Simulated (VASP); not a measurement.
Input of a VASP 6.6.1 run:

Contents of INCAR:

```
SYSTEM = C
PREC = Accurate
ENCUT = 600
EDIFF = 1E-7
ISMEAR = -5
SIGMA = 0.02
LREAL = .False.
LASPH = .True.
NELM = 120
ALGO = Normal
ISIF = 3
LWAVE = .False.
LCHARG = .False.
GGA = PE
IBRION = 2
NSW = 100
EDIFFG = -0.005
GGA_COMPAT = .False.
NELMIN = 4
```

Contents of KPOINTS:

```
regular mesh
0
Gamma
  12 12 12
  0 0 0
```

Contents of POSCAR:

```
C
1.0
    0.0000000000      1.7833700000      1.7833700000
    1.7833700000      0.0000000000      1.7833700000
    1.7833700000      1.7833700000      0.0000000000
C
2
Direct
    0.0000000000      0.0000000000      0.0000000000
    0.2500000000      0.2500000000      0.2500000000
```

Potentials or basis: VASP PAW PBE potentials, release 64 (C).

The run is started by

```bash
$ cat potpaw_PBE.64/C/POTCAR > POTCAR
$ mpirun -np 1 vasp_std > vasp.out
```

Q: Predict the relaxed cell.

A: a = 2.525 Å, b = 2.525 Å, c = 2.525 Å, α = 60.00°, β = 60.00°, γ = 60.00°.

Q: What does it give for the relaxed volume?

A: 5.69 Å³/atom.

Step by step:
```tsv
step	energy change (eV)	largest force (eV/Å)	pressure (GPa)	volume (Å³)
1	0.0000	0.0000	1.78	11.34
2	0.0001	0.0000	-2.15	11.45
3	-0.0003	0.0000	0.01	11.39
```

PBE usually gives volumes a little too large and moduli too small. Zero-point motion and thermal expansion aren't in these numbers.
